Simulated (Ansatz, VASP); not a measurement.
## One calculation of V, two programs

```
V
1.0
     0.00000    2.51182    2.51182
     2.51182    0.00000    2.51182
     2.51182    2.51182    0.00000
V
2
Direct
  0.50000 0.50000 0.50000
  0.75000 0.75000 0.75000
```

Alike in both runs: task single point; functional PBEsol; k mesh 6 × 6 × 6; occupations gaussian, width 0.1 eV; collinear spin.

|  | VASP | Ansatz |
| --- | --- | --- |
| version | VASP 6.6.1 | Ansatz 0.2.0 |
| potentials or method | VASP PAW PBE potentials, release 64 (V_sv), cutoff 520 eV | scalar-relativistic, plane waves, PAW |
| valence electrons in the cell | 26 | 26 |

Ansatz gave:

```
gap on the k mesh at the Fermi level (eV) : none
pressure (GPa)                            : 9.5
net moment per atom (μB)                  : 0.00
```

What did VASP give for the same quantities?

gap on the k mesh at the Fermi level (eV): none; pressure (GPa): 10.7; net moment per atom (μB): 0.00.

VASP's potentials were made for PBE, not for PBEsol. A gap of «none» marks a metal or a gap that the smearing closes. Ansatz's warnings: seeded moment not kept.

The k mesh is coarse, so the values compare programs but aren't converged.
